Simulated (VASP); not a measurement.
## MnO2: single point with LDA

The system is MnO2.

```
CELL_PARAMETERS angstrom
4.34657 0.00000 0.00000
0.00000 4.34657 0.00000
0.00000 0.00000 2.77737
ATOMIC_POSITIONS crystal
Mn 0.00000 0.00000 0.00000
Mn 0.50000 0.50000 0.50000
O 0.19683 0.80317 0.50000
O 0.30317 0.30317 0.00000
O 0.69683 0.69683 0.00000
O 0.80317 0.19683 0.50000
```

```json
{
 "Program": "VASP 6.6.1",
 "Task": "single point",
 "Functional": "LDA",
 "Potentials or basis": "VASP PAW LDA potentials, release 64 (Mn_pv, O)",
 "Cutoff": "520 eV",
 "k mesh": "8 × 8 × 12",
 "Occupations": "gaussian, width 0.1 eV",
 "Spin": "collinear spin, ferromagnetic start",
 "Starting moments": "[2.31, 2.31, 0.13, 0.13, 0.13, 0.13] μB",
 "Dipole correction": "no",
 "Further INCAR settings": "ALGO = Normal; EDIFF = 1e-07; NBANDS = 38"
}
```

| Item | Value |
| --- | --- |
| Pressure | -2.0 GPa |
| Largest force | 0.157 eV/Å |
| Band gap on the k mesh | zero (filled and empty bands overlap) |
| Net moment | 3.98 μB per cell |
| Site moments | Mn +1.79; O +0.07 μB |
| Valence electrons inside the program's atomic spheres | Mn 11.97; O 5.01 |

Forces on the atoms (eV/Å):
```
Mn   0.000  0.000  0.000
Mn   0.000  0.000  0.000
O    0.111 -0.111  0.000
O   -0.111 -0.111  0.000
O    0.111  0.111  0.000
O   -0.111  0.111  0.000
```

Stress tensor (GPa, compression positive):
```
-2.12  0.00  0.00
 0.00 -2.12  0.00
 0.00  0.00 -1.65
```

Levels at points of the mesh, in eV from the Fermi level:
Spin up:
| k point | band 24 | band 25 | band 26 | band 27 | band 28 | band 29 | band 30 | band 31 |
| --- | --- | --- | --- | --- | --- | --- | --- | --- |
| (0.00, 0.00, 0.00) | -1.92 | -1.68 | -1.68 | -0.87 | 0.32 | 0.57 | 3.06 | 3.06 |
| (0.50, 0.00, 0.00) | -1.43 | -1.00 | -1.00 | -0.19 | -0.19 | 2.54 | 2.54 | 2.75 |
| (0.50, 0.50, 0.00) | -2.28 | -1.90 | -1.90 | 0.40 | 0.40 | 1.99 | 1.99 | 3.03 |
| (0.00, 0.00, 0.50) | -1.35 | -0.70 | -0.70 | 0.18 | 0.18 | 1.65 | 1.65 | 2.26 |
| (0.50, 0.00, 0.50) | -2.20 | -1.36 | -1.36 | 0.35 | 0.35 | 0.80 | 0.80 | 3.66 |
| (0.50, 0.50, 0.50) | -1.35 | -0.89 | -0.89 | -0.53 | -0.53 | 2.28 | 2.28 | 2.29 |
Spin down:
```
           k point  band 20  band 21  band 22  band 23  band 24  band 25  band 26  band 27
(0.00, 0.00, 0.00)    -1.50    -1.50    -1.10    -0.63    -0.30    -0.14    -0.14    -0.04
(0.50, 0.00, 0.00)    -3.25    -1.87    -1.87     0.13     0.13     0.53     0.53     1.15
(0.50, 0.50, 0.00)    -2.80    -2.50    -2.50    -0.58    -0.58    -0.13    -0.13     1.60
(0.00, 0.00, 0.50)    -4.01    -3.07    -3.07     0.62     0.62     0.65     0.65     1.51
(0.50, 0.00, 0.50)    -3.74    -2.25    -2.25    -0.61    -0.61     0.65     0.65     1.63
(0.50, 0.50, 0.50)    -2.70    -2.01    -2.01     0.28     0.28     0.68     0.68     0.85
```

Wall time 3.7 min on 1 thread of Intel(R) Xeon(R) Platinum 8488C (Sapphire Rapids) (shared host), peak memory 0.36 GiB.

Caveat: semilocal functionals often make such compounds metallic where correlation or magnetic order opens a gap, which also shifts bond lengths; only a ferromagnetic start was run, and an antiferromagnetic order may lie lower in energy. With open d or f shells a metallic result of LDA can be an artefact of self-interaction; +U or a hybrid may open a gap.
